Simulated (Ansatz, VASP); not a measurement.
# CdS3: VASP beside Ansatz

```
CELL_PARAMETERS angstrom
0.00000 3.30687 3.30687
3.30687 0.00000 3.30687
3.30687 3.30687 0.00000
ATOMIC_POSITIONS crystal
Cd 0.50000 0.50000 0.50000
S 0.00000 0.00000 0.00000
S 0.25000 0.25000 0.25000
S 0.75000 0.75000 0.75000
```

Alike in both runs: functional PBE; k mesh 12 × 12 × 12; occupations gaussian, width 0.1 eV; no spin polarisation.

Ansatz relaxed the structure, and its values are those at the end. VASP's run is a single point on that final structure, the one shown.

```csv
,VASP,Ansatz
version,VASP 6.6.1,Ansatz 0.2.0
potentials or method,"VASP PAW PBE potentials, release 64 (Cd, S), cutoff 500 eV","scalar-relativistic, plane waves, PAW"
valence electrons in the cell,30,38
```

```csv
,VASP,Ansatz,Ansatz less VASP
gap on the k mesh at the Fermi level (eV),none,none,-
pressure (GPa),0.2,0.0,-0.17
```

A gap of «none» marks a metal or a gap that the smearing closes. The functional is the same, so the differences come from potentials, cutoffs and numerics. VASP's potentials hold 30 valence electrons a cell and Ansatz's 38, so a difference there can come from the potentials and not from the codes.
